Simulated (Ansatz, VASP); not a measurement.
# Bi in VASP and in Ansatz

```
Bi
1.0
     5.58299    0.00000    0.00000
    -2.79149    4.83501    0.00000
     0.00000    0.00000    3.29731
Bi
3
Cartesian
  -2.7915 4.8350 0.0000
  0.0000 3.2233 1.6487
  2.7915 1.6117 1.6487
```

Alike in both runs: functional LDA; k mesh 7 × 7 × 9; occupations fermi-dirac, width 0.1 eV; no spin polarisation.

Ansatz relaxed the structure, and its values are those at the end. VASP's run is a single point on that final structure, the one shown.

```csv
,VASP,Ansatz
version,VASP 6.6.1,Ansatz 0.2.0
potentials or method,"VASP PAW LDA potentials, release 64 (Bi_d), cutoff 520 eV","plane waves (420 eV) with PAW, scalar-relativistic"
valence electrons in the cell,45,45
```

|  | VASP | Ansatz | Ansatz less VASP |
| --- | --- | --- | --- |
| pressure (GPa) | 0.1 | 0.0 | -0.08 |

Ansatz warns that its potentials were made for another functional, while VASP's fit it. LDA's correlation is that of Perdew and Zunger in VASP and of Perdew and Wang (1992) in Ansatz.

Spin-orbit coupling is off throughout.
